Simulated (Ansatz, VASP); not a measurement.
## Two plane-wave programs on SiB5C

```xyz
14
Lattice="-4.2771 3.0549 0.0005 -4.2771 -3.0549 0.0005 -2.2961 0.0000 4.7446" Properties=species:S:1:pos:R:3 pbc="T T T"
Si   -6.5085    0.0000    2.7931
Si   -4.3419    0.0000    1.9525
B    -9.3704    0.9429    4.6701
B    -9.3704   -0.9429    4.6701
B    -9.9894    0.0000    3.2056
B    -6.6143    1.6592    3.8641
B    -6.6143   -1.6592    3.8641
B    -1.4799    0.9429    0.0755
B    -1.4799   -0.9429    0.0755
B    -0.8610    0.0000    1.5400
B    -4.2360    1.6592    0.8815
B    -4.2360   -1.6592    0.8815
C    -7.6490    0.0000    1.2700
C    -3.2013    0.0000    3.4756
```

Alike in both runs: task single point; functional PBE; k mesh 4 × 4 × 4; occupations gaussian, width 0.1 eV; no spin polarisation.

```csv
,VASP,Ansatz
version,VASP 6.6.1,Ansatz 0.2.0
potentials or method,"VASP PAW PBE potentials, release 64 (Si, B, C), cutoff 520 eV","scalar-relativistic, plane waves, PAW"
valence electrons in the cell,46,46
```

|  | VASP | Ansatz | Ansatz less VASP |
| --- | --- | --- | --- |
| gap on the k mesh at the Fermi level (eV) | 2.51 | 2.51 | +0.003 |
| least direct gap on the mesh (eV) | 2.70 | 2.70 | +0.001 |
| pressure (GPa) | 0.0 | 0.0 | -0.01 |
| rms of the force components (eV/Å) | 0.008 | 0.002 | -0.0066 |

Atom by atom the forces differ by 0.009 eV/Å (rms over components).
